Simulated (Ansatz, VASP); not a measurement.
Si2Ni: VASP beside Ansatz

Contents of INCAR:

```
PREC = Accurate
ENCUT = 520
EDIFF = 1E-6
ISMEAR = -1
SIGMA = 0.05
LREAL = False
LASPH = True
NELM = 80
ALGO = Normal
ISIF = 2
LWAVE = False
LCHARG = True
GGA = CA
LELF = True
LVHAR = True
NBANDS = 16
```

Contents of KPOINTS:

```
Automatic mesh
0
Gamma
  11 11 11
```

Contents of POSCAR:

```
Si2Ni
1.0
    0.0000000000      2.6205297823      2.6205297823
    2.6205297823      0.0000000000      2.6205297823
    2.6205297823      2.6205297823      0.0000000000
Ni Si
1 2
Direct
    0.0000000000      0.0000000000      0.0000000000
    0.2500000000      0.2500000000      0.2500000000
    0.7500000000      0.7500000000      0.7500000000
```

Input for Ansatz:

```yaml
crystal:
  lattice:
    - [0.0, 2.6205297823, 2.6205297823]
    - [2.6205297823, 0.0, 2.6205297823]
    - [2.6205297823, 2.6205297823, 0.0]
  atoms:
    - { symbol: Ni, position: [0.0, 0.0, 0.0] }
    - { symbol: Si, position: [0.25, 0.25, 0.25] }
    - { symbol: Si, position: [0.75, 0.75, 0.75] }
kpoints:
  mp_grid: { grid: [11, 11, 11] }
scf:
  occupations: { method: fermi_dirac, width: 0.05 }
hamiltonian:
  xc: lda
  pseudopotentials: { kind: paw }
output:
  forces: true
  stress: true
  eigenvalues: true
  populations: true
```

Change from the starting cell: volume scaled by 0.94, PAW files.

Alike in both runs: task single point; functional LDA; k mesh 11 × 11 × 11; occupations fermi-dirac, width 0.05 eV; no spin polarisation.

|  | VASP | Ansatz |
| --- | --- | --- |
| version | VASP 6.6.1 | Ansatz 0.2.0 |
| potentials or method | VASP PAW LDA potentials, release 64 (Ni, Si) | PAW with Ansatz's default frozen-core files, scalar-relativistic |
| plane-wave cutoff (eV) | 520 | 420 |
| valence electrons in the cell | 18 | 26 |

```tsv
	VASP	Ansatz	Ansatz less VASP
pressure (GPa)	12.0	11.9	-0.11
```

LDA's correlation is that of Perdew and Zunger in VASP and of Perdew and Wang (1992) in Ansatz. VASP's potentials hold 18 valence electrons a cell and Ansatz's 26, so a difference there can come from the potentials and not from the codes.
